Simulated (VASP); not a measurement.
# CuI (F-43m) in VASP: a series of runs

The runs below take CuI through relaxation of cell and atoms, single point, with PBE+D3(BJ), PBE+D4, PBEsol-based screened hybrid with 25 % exact exchange, PBEsol-based global hybrid with 25 % exact exchange.

Everything below comes from runs of VASP 6.6.1. Logs are shortened: lines on timing, memory, paths and dates and some standing lists are left out, and cuts for length are marked.

**1. The cell of the first run**

The structure is cubic, space group F-43m (No. 216). The conventional cell has a = 6.063 Å, b = 6.063 Å, c = 6.063 Å, α = 90.00°, β = 90.00°, γ = 90.00°. I (site symmetry -43m) has 4 Cu at 2.63 Å within 3.5 Å. Within 3.5 Å of Cu (site symmetry -43m) lie 4 I at 2.63 Å.

**2. Relaxation of cell and atoms, PBE+D3(BJ)**

INCAR reads:

```
SYSTEM = CuI
PREC = Accurate
ENCUT = 600
EDIFF = 1E-6
ISMEAR = -1
SIGMA = 0.05
LREAL = .FALSE.
LASPH = .TRUE.
NELM = 100
ALGO = Normal
ISIF = 3
LWAVE = .FALSE.
LCHARG = .FALSE.
GGA = PE
IVDW = 12
IBRION = 2
NSW = 60
EDIFFG = -0.01
```

KPOINTS reads:

```
regular mesh
0
G
  8 8 8
  0 0 0
```

POSCAR reads:

```
CuI
1.0
    0.0000000000      3.0315000000      3.0315000000
    3.0315000000      0.0000000000      3.0315000000
    3.0315000000      3.0315000000      0.0000000000
I Cu
1 1
Direct
    0.0000000000      0.0000000000      0.0000000000
    0.7500000000      0.7500000000      0.7500000000
```

Potentials or basis: VASP PAW PBE potentials, release 64 (I, Cu).

Command:

```console
> cat potpaw_PBE.64/I/POTCAR potpaw_PBE.64/Cu/POTCAR > POTCAR
> mpirun -np 1 vasp_std > vasp.out
```

OUTCAR:

```text
SYSTEM = CuI
   PREC = Accurate
   ENCUT = 600
   EDIFF = 1E-6
   ISMEAR = -1
   LREAL = .FALSE.
   LASPH = .TRUE.
   NELM = 100
   ISIF = 3
   GGA = PE
   IVDW = 12
   IBRION = 2
   NSW = 60
   EDIFFG = -0.01
 IVDW          = 12

 ion  position               nearest neighbor table
   1  0.000  0.000  0.000-   2 2.63   2 2.63   2 2.63   2 2.63
   2  0.750  0.750  0.750-   1 2.63   1 2.63   1 2.63   1 2.63

  LATTYP: Found a face centered cubic cell.
 ALAT       =     6.0630000000

  Lattice vectors:

 A1 = (   0.0000000000,   3.0315000000,   3.0315000000)
 A2 = (   3.0315000000,   0.0000000000,   3.0315000000)
 A3 = (   3.0315000000,   3.0315000000,   0.0000000000)

Analysis of symmetry for initial positions (statically):
=====================================================================
 Subroutine PRICEL returns:
 Original cell was already a primitive cell.

 Routine SETGRP: Setting up the symmetry group for a
 face centered cubic supercell.

 Subroutine GETGRP returns: Found 24 space group operations
 (whereof 24 operations were pure point group operations)
 out of a pool of 48 trial point group operations.

The static configuration has the point symmetry T_d .

Analysis of symmetry for dynamics (positions and initial velocities):
=====================================================================
 Subroutine PRICEL returns:
 Original cell was already a primitive cell.

 Routine SETGRP: Setting up the symmetry group for a
 face centered cubic supercell.

 Subroutine GETGRP returns: Found 24 space group operations
 (whereof 24 operations were pure point group operations)
 out of a pool of 48 trial point group operations.

The dynamic configuration has the point symmetry T_d .

 Subroutine INISYM returns: Found 24 space group operations
 (whereof 24 operations are pure point group operations),
 and found     1 'primitive' translations

----------------------------------------------------------------------------------------

                                     Primitive cell

  volume of cell :      55.7189

  direct lattice vectors                    reciprocal lattice vectors
     0.000000000  3.031500000  3.031500000    -0.164934851  0.164934851  0.164934851
     3.031500000  0.000000000  3.031500000     0.164934851 -0.164934851  0.164934851
     3.031500000  3.031500000  0.000000000     0.164934851  0.164934851 -0.164934851

  length of vectors
     4.287188414  4.287188414  4.287188414     0.285675541  0.285675541  0.285675541

  position of ions in fractional coordinates (direct lattice)
     0.000000000  0.000000000  0.000000000
     0.750000000  0.750000000  0.750000000

  ion indices of the primitive-cell ions
   primitive index   ion index
                 1           1
                 2           2

----------------------------------------------------------------------------------------

 KPOINTS: regular mesh

Automatic generation of k-mesh.
 Grid dimensions read from file:
 generate k-points for:    8    8    8

 Generating k-lattice:

  Cartesian coordinates                     Fractional coordinates (reciprocal lattice)
    -0.020616856  0.020616856  0.020616856     0.125000000  0.000000000  0.000000000
     0.020616856 -0.020616856  0.020616856     0.000000000  0.125000000  0.000000000
     0.020616856  0.020616856 -0.020616856     0.000000000  0.000000000  0.125000000

  Length of vectors
     0.035709443  0.035709443  0.035709443

  Shift w.r.t. Gamma in fractional coordinates (k-lattice)
     0.000000000  0.000000000  0.000000000

 Subroutine IBZKPT returns following result:
 ===========================================

 Found     29 irreducible k-points:

 Following reciprocal coordinates:
            Coordinates               Weight
  0.000000  0.000000  0.000000      1.000000
  0.125000  0.000000  0.000000      8.000000
  0.250000  0.000000  0.000000      8.000000
  0.375000  0.000000  0.000000      8.000000
  0.500000  0.000000  0.000000      4.000000
  0.125000  0.125000  0.000000      6.000000
[... 16 lines left out ...]
  0.500000  0.250000  0.125000     48.000000
 -0.375000  0.250000  0.125000     24.000000
 [... further k-points ...]
   k-points           NKPTS =     29   k-points in BZ     NKDIM =     29   number of bands    NBANDS=     13
   number of dos      NEDOS =    301   number of ions     NIONS =      2
   total plane-waves  NPLWV =  46656
   dimension x,y,z NGX =    36 NGY =   36 NGZ =   36
   dimension x,y,z NGXF=    72 NGYF=   72 NGZF=   72
   ions per type =               1   1
   NGX,Y,Z   is equivalent  to a cutoff of  13.96, 13.96, 13.96 a.u.
   NGXF,Y,Z  is equivalent  to a cutoff of  27.92, 27.92, 27.92 a.u.
 SYSTEM =  CuI
   PREC   = accura    normal or accurate (medium, high low for compatibility)
   ISTART =      0    job   : 0-new  1-cont  2-samecut
   ICHARG =      2    charge: 1-file 2-atom 10-const
   ISPIN  =      1    spin polarized calculation?
   LNONCOLLINEAR =      F non collinear calculations
   LSORBIT =      F    spin-orbit coupling
   LASPH  =      T    aspherical Exc in radial PAW
   ENCUT  =  600.0 eV  44.10 Ry    6.64 a.u.   8.56  8.56  8.56*2*pi/ulx,y,z
   NELM   =    100;   NELMIN=  2; NELMDL= -5     # of ELM steps
   EDIFF  = 0.1E-05   stopping-criterion for ELM
   LREAL  =      F    real-space projection
   EDIFFG = -.1E-01   stopping-criterion for IOM
   NSW    =     60    number of steps for IOM
   IBRION =      2    ionic relax: 0-MD 1-quasi-New 2-CG
   NFREE  =      1    steps in history (QN), initial steepest desc. (CG)
   ISIF   =      3    stress and relaxation
   ISYM   =      2    0-nonsym 1-usesym 2-fastsym
   POTIM  = 0.5000    time-step for ionic-motion
   TEBEG  =    0.0;   TEEND  =   0.0 temperature during run
   PSTRESS=    0.0 pullay stress
   NELECT =      18.0000    total number of electrons
   NUPDOWN=      -1.0000    fix difference up-down
   EMIN   =  10.00;   EMAX   =-10.00  energy-range for DOS
   EFERMI =   0.00;   METHOD = LEGACY
   ISMEAR =    -1;   SIGMA  =   0.05  broadening in eV -4-tet -1-fermi 0-gaus
   EFERMI_NEDOS =   21; number of points for ismear=-14 and -15
   IALGO  =     38    algorithm
   IMIX   =      4    mixing-type and parameters
     AMIX     =   0.40;   BMIX     =  1.00
     AMIX_MAG =   1.60;   BMIX_MAG =  1.00
  volume/ion in A,a.u.               =      27.86       188.00
  Fermi-wavevector in a.u.,A,eV,Ry     =   1.123306  2.122741 17.168055  1.261816
  Thomas-Fermi vector in A             =   2.259971
   LORBIT       =      0    0 simple, 1 ext, 2 COOP (PROOUT), +10 PAW based schemes
   GGA     = PE    functional components
   LHFCALC =     F    Hartree Fock is set to
   AEXX    =    0.0000 exact exchange contribution
   IVDW    =    12    specifies the selected vdW correction
   LEPSILON=     F    determine dielectric tensor
   LRPA    =     F    only Hartree local field effects (RPA)
 conjugate gradient relaxation of ions
 non-spin polarized calculation
  energy-cutoff  :      600.00
  volume of cell :       55.72
 maximum number of plane-waves:      1880
 NGX is ok and might be reduce to    36
   NGX = 17   NGY = 17   NGZ = 17

--------------------------------------- Ionic step        1  -------------------------------------------

 number of electron      18.0000006 magnetization

 Free energy of the ion-electron system (eV)
  ---------------------------------------------------
  ext. energy  EPLUGINS =         0.00000000
  ---------------------------------------------------
  free energy    TOTEN  =        -5.56198839 eV

  energy without entropy =       -5.56198827  energy(sigma->0) =       -5.56198833

------------------------ aborting loop because EDIFF is reached ----------------------------------------

 Edisp (eV)   -0.68425

 E8    (eV) :    -0.2999

  FORCE on cell =-STRESS in cart. coord.  units (eV):
  Direction    XX          YY          ZZ          XY          YZ          ZX
  --------------------------------------------------------------------------------------
  -------------------------------------------------------------------------------------
  Total      -0.66296    -0.66296    -0.66296     0.00000    -0.00000    -0.00000
  in kB     -19.06329   -19.06329   -19.06329     0.00000    -0.00000    -0.00000
  external pressure =      -19.06 kB  Pullay stress =        0.00 kB

 VOLUME and BASIS-vectors are now :
 -----------------------------------------------------------------------------
  energy-cutoff  :      600.00
  volume of cell :       55.72
      direct lattice vectors                 reciprocal lattice vectors
     0.000000000  3.031500000  3.031500000    -0.164934851  0.164934851  0.164934851
     3.031500000  0.000000000  3.031500000     0.164934851 -0.164934851  0.164934851
     3.031500000  3.031500000  0.000000000     0.164934851  0.164934851 -0.164934851
[... 41 lines left out ...]
 POSITION                                       TOTAL-FORCE (eV/Angst)
 -----------------------------------------------------------------------------------
      2.98302      2.98302     -0.00000        -0.000000      0.000000     -0.000000
      4.47453      4.47453      4.47453         0.000000     -0.000000      0.000000
 -----------------------------------------------------------------------------------
    total drift:                               -0.000000     -0.000000     -0.000000

  FREE ENERGIE OF THE ION-ELECTRON SYSTEM (eV)
  ---------------------------------------------------
  free  energy   TOTEN  =        -6.2612216208 eV

  energy  without entropy=       -6.2612215874  energy(sigma->0) =       -6.26122160

--------------------------------------- Ionic step        3  -------------------------------------------

 number of electron      17.9999991 magnetization

 Free energy of the ion-electron system (eV)
  ---------------------------------------------------
  ext. energy  EPLUGINS =         0.00000000
  ---------------------------------------------------
  free energy    TOTEN  =        -5.54178982 eV

  energy without entropy =       -5.54178978  energy(sigma->0) =       -5.54178980

 E-fermi :   5.5924     XC(G=0):  -9.1447

 val. band max:        4.9214922514   @ k =   0.0000   0.0000   0.0000
 cond. band min:       6.1876923256   @ k =   0.0000   0.0000   0.0000
 fundamental gap:      1.2662000743
 Fermi energy:         5.5924469574

 k-point     1 :       0.0000    0.0000    0.0000
  band No.  band energies     occupation
      1      -9.3283      2.00000
      2       1.0771      2.00000
      3       1.0771      2.00000
      4       1.0771      2.00000
      5       2.8803      2.00000
      6       2.8803      2.00000
      7       4.9215      2.00000
      8       4.9215      2.00000
      9       4.9215      2.00000
     10       6.1877      0.00001
     11       9.7447      0.00000
     12       9.7447      0.00000
     13       9.7447      0.00000

 k-point     2 :       0.1250    0.0000    0.0000
  band No.  band energies     occupation
      1      -9.2480      2.00000
      2       0.7801      2.00000
      3       1.0846      2.00000
      4       1.0846      2.00000
      5       2.8734      2.00000
      6       2.8734      2.00000
      7       4.2489      2.00000
      8       4.7926      2.00000
      9       4.7926      2.00000
     10       6.8883      0.00000
     11       9.6876      0.00000
[... 339 lines left out ...]
 k-point    24 :      -0.3750    0.2500    0.1250
  band No.  band energies     occupation
      1      -8.6049      2.00000
      2      -0.6580      2.00000
      3       0.5281      2.00000
      4       1.0667      2.00000
      5       2.8099      2.00000
      6       2.8917      2.00000
      7       3.0157      2.00000
      8       3.4837      2.00000
      9       3.8107      2.00000
     10       8.5120      0.00000
     11       9.5422      0.00000
     12      11.2011      0.00000
     13      12.4334      0.00000

 [... further k-points ...]

------------------------ aborting loop because EDIFF is reached ----------------------------------------

 Edisp (eV)   -0.71950

 E8    (eV) :    -0.3160

  FORCE on cell =-STRESS in cart. coord.  units (eV):
  Direction    XX          YY          ZZ          XY          YZ          ZX
  --------------------------------------------------------------------------------------
  -------------------------------------------------------------------------------------
  Total      -0.00666    -0.00666    -0.00666    -0.00000    -0.00000    -0.00000
  in kB      -0.20025    -0.20025    -0.20025    -0.00000    -0.00000    -0.00000
  external pressure =       -0.20 kB  Pullay stress =        0.00 kB

 VOLUME and BASIS-vectors are now :
 -----------------------------------------------------------------------------
  energy-cutoff  :      600.00
  volume of cell :       53.30
      direct lattice vectors                 reciprocal lattice vectors
     0.000000000  2.986897974  2.986897974    -0.167397750  0.167397750  0.167397750
     2.986897974 -0.000000000  2.986897974     0.167397750 -0.167397750  0.167397750
     2.986897974  2.986897974 -0.000000000     0.167397750  0.167397750 -0.167397750

 POSITION                                       TOTAL-FORCE (eV/Angst)
 -----------------------------------------------------------------------------------
      0.00000      0.00000      0.00000        -0.000000      0.000000      0.000000
      4.48035      4.48035      4.48035         0.000000     -0.000000     -0.000000
 -----------------------------------------------------------------------------------
    total drift:                               -0.000001     -0.000001     -0.000000

  FREE ENERGIE OF THE ION-ELECTRON SYSTEM (eV)
  ---------------------------------------------------
  free  energy   TOTEN  =        -6.2612942068 eV

  energy  without entropy=       -6.2612941695  energy(sigma->0) =       -6.26129419

 reached required accuracy - stopping structural energy minimisation
```

Wall time 61 s (1 thread of AMD EPYC 7R13 (Zen 3), shared host); peak memory 0.19 GiB.

Results:

* Free energy: -6.2613 eV
* Relaxed volume: 26.65 Å³/atom
* Relaxed cell: a = 4.224 Å, b = 4.224 Å, c = 4.224 Å, α = 60.00°, β = 60.00°, γ = 60.00°
* Space group after relaxing (to 0.1 Å): F-43m (No. 216)
* Energy gained by relaxing: 7.5 meV/atom
* Ionic steps: 3
* Pressure after relaxing: 0.0 GPa
* Band gap on the k mesh: 1.27 eV
* Dispersion energy per atom: -0.360 eV

Step by step:
```tsv
step	energy change (eV)	largest force (eV/Å)	pressure (GPa)	volume (Å³)
1	0.0000	0.0000	-1.91	55.72
2	-0.0150	0.0000	0.19	53.09
3	-0.0151	0.0000	-0.02	53.30
```

Final structure:
```xyz
2
Lattice="0.0000 2.9869 2.9869 2.9869 0.0000 2.9869 2.9869 2.9869 0.0000" Properties=species:S:1:pos:R:3 pbc="T T T"
I     0.0000    0.0000    0.0000
Cu    4.4803    4.4803    4.4803
```

Levels at points of the mesh, in eV from the valence-band top:
```csv
k point,band 6,band 7,band 8,band 9,band 10,band 11,band 12,band 13
"(0.00, 0.00, 0.00)",-2.04,0.00,0.00,0.00,1.27,4.82,4.82,4.82
"(0.50, 0.00, 0.00)",-2.01,-1.96,-0.78,-0.78,2.20,5.38,5.38,7.47
"(0.50, 0.50, 0.00)",-1.97,-1.95,-1.66,-1.66,2.62,2.88,9.50,9.99
```

Caveat: spin-orbit coupling is left out, which moves the levels of the heavy elements. As with any semilocal functional, this PBE gap is likely too small.

**3. Relaxation of cell and atoms, PBE+D4**

INCAR reads:

```
SYSTEM = CuI
  PREC = Accurate
  ENCUT = 600
  EDIFF = 1E-6
  ISMEAR = -1
  SIGMA = 0.05
  LREAL = .FALSE.
  LASPH = .TRUE.
  NELM = 60
  ALGO = Normal
  ISIF = 3
  LWAVE = .FALSE.
  LCHARG = .FALSE.
  GGA = PE
  IVDW = 13
  IBRION = 2
  NSW = 60
  EDIFFG = -0.01
```

KPOINTS is that of step 2.

POSCAR is that of step 2.

Potentials or basis: VASP PAW PBE potentials, release 64 (I, Cu).

Command:

```console
> cat potpaw_PBE.64/I/POTCAR potpaw_PBE.64/Cu/POTCAR > POTCAR
> mpirun -np 1 vasp_std > vasp.out
```

Run time: 61 s. Hardware: 1 thread of AMD EPYC 7R13 (Zen 3), shared host; peak memory 0.19 GiB.

It converged, with:

| Property | Result |
| --- | --- |
| Free energy | -6.3080 eV |
| Relaxed volume | 26.64 Å³/atom |
| Relaxed cell | a = 4.224 Å, b = 4.224 Å, c = 4.224 Å, α = 60.00°, β = 60.00°, γ = 60.00° |
| Space group after relaxing (to 0.1 Å) | F-43m (No. 216) |
| Energy gained by relaxing | 7.7 meV/atom |
| Ionic steps | 3 |
| Pressure after relaxing | 0.0 GPa |
| Band gap on the k mesh | 1.27 eV |
| Dispersion energy per atom | -0.383 eV |

The path:
| step | energy change (eV) | largest force (eV/Å) | pressure (GPa) | volume (Å³) |
| --- | --- | --- | --- | --- |
| 1 | 0.0000 | 0.0000 | -1.93 | 55.72 |
| 2 | -0.0153 | 0.0000 | 0.22 | 53.05 |
| 3 | -0.0154 | 0.0000 | -0.02 | 53.28 |

Final structure:
```
CELL_PARAMETERS angstrom
0.00000 2.98664 2.98664
2.98664 0.00000 2.98664
2.98664 2.98664 0.00000
ATOMIC_POSITIONS crystal
I 0.00000 0.00000 0.00000
Cu 0.75000 0.75000 0.75000
```

Levels at points of the mesh, in eV from the valence-band top:
| k point | band 6 | band 7 | band 8 | band 9 | band 10 | band 11 | band 12 | band 13 |
| --- | --- | --- | --- | --- | --- | --- | --- | --- |
| (0.00, 0.00, 0.00) | -2.04 | 0.00 | 0.00 | 0.00 | 1.27 | 4.82 | 4.82 | 4.82 |
| (0.50, 0.00, 0.00) | -2.01 | -1.96 | -0.78 | -0.78 | 2.20 | 5.38 | 5.38 | 7.47 |
| (0.50, 0.50, 0.00) | -1.98 | -1.95 | -1.66 | -1.66 | 2.62 | 2.88 | 9.50 | 9.99 |

Caveat: spin-orbit coupling is left out, which moves the levels of the heavy elements. A hybrid or GW would open this gap; PBE tends to underestimate it.

(Continued in part 2 of 3.)
